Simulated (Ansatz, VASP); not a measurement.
**BP in VASP and in Ansatz**

Contents of POSCAR:

```
BP
1.0
    0.0000000000      2.2002188101      2.2342428123
    2.2002188101      0.0000000000      2.2342428123
    2.2002188101      2.2002188101      0.0000000000
B P
1 1
Direct
    0.0000000000      0.0000000000      0.0000000000
    0.7500000000      0.7500000000      0.7500000000
```

The input INCAR.step1:

```
PREC = Accurate
ENCUT = 520
ISMEAR = 0
SIGMA = 0.05
LREAL = False
LASPH = True
NELM = 100
NBANDS = 11
GGA = PE
ALGO = Normal
EDIFF = 1E-4
LWAVE = True
LCHARG = False
```

Contents of INCAR.step2:

```
PREC = Accurate
ENCUT = 520
EDIFF = 1E-6
ISMEAR = 0
SIGMA = 0.05
LREAL = False
LASPH = True
NELM = 100
ALGO = Normal
ISIF = 2
LWAVE = False
LCHARG = False
METAGGA = R2SCAN
LMIXTAU = True
NBANDS = 11
ISTART = 1
```

Contents of KPOINTS:

```
regular mesh
0
Gamma
  10 10 10
```

Input for Ansatz:

```yaml
crystal:
  lattice:
    - [0.0, 2.2002188101, 2.2342428123]
    - [2.2002188101, 0.0, 2.2342428123]
    - [2.2002188101, 2.2002188101, 0.0]
  atoms:
    - { symbol: B, position: [0.0, 0.0, 0.0] }
    - { symbol: P, position: [0.75, 0.75, 0.75] }
basis:
  ecutwfc: 500
kpoints:
  mp_grid: { grid: [10, 10, 10] }
hamiltonian:
  xc: r2scan
scf:
  occupations: { method: gaussian, width: 0.05 }
output:
  forces: true
  stress: true
  eigenvalues: true
```

Change from the starting cell: strain -0.030 along x and y, -0.015 along z, atoms carried along.

Alike in both runs: task single point; functional r2SCAN; k mesh 10 × 10 × 10; occupations gaussian, width 0.05 eV; no spin polarisation.

|  | VASP | Ansatz |
| --- | --- | --- |
| version | VASP 6.6.1 | Ansatz 0.2.0 |
| potentials or method | VASP PAW PBE potentials, release 64 (B, P), cutoff 520 eV | scalar-relativistic, plane waves, PAW |
| valence electrons in the cell | 8 | 8 |

VASP gave:

```
gap on the k mesh at the Fermi level (eV)                     : 1.22
least direct gap on the mesh (eV)                             : 3.69
pressure (GPa)                                                : 14.2
traceless stress, the component that is largest in VASP (GPa) : -3.22
```

Q: What did Ansatz give for the same quantities?

A: gap on the k mesh at the Fermi level (eV): 1.19; least direct gap on the mesh (eV): 3.64; pressure (GPa): 14.8; traceless stress, the component that is largest in VASP (GPa): -3.21.

VASP's potentials were made for PBE, not for r2SCAN. With one functional, cell and mesh, what is left measures potentials, basis and numerics.
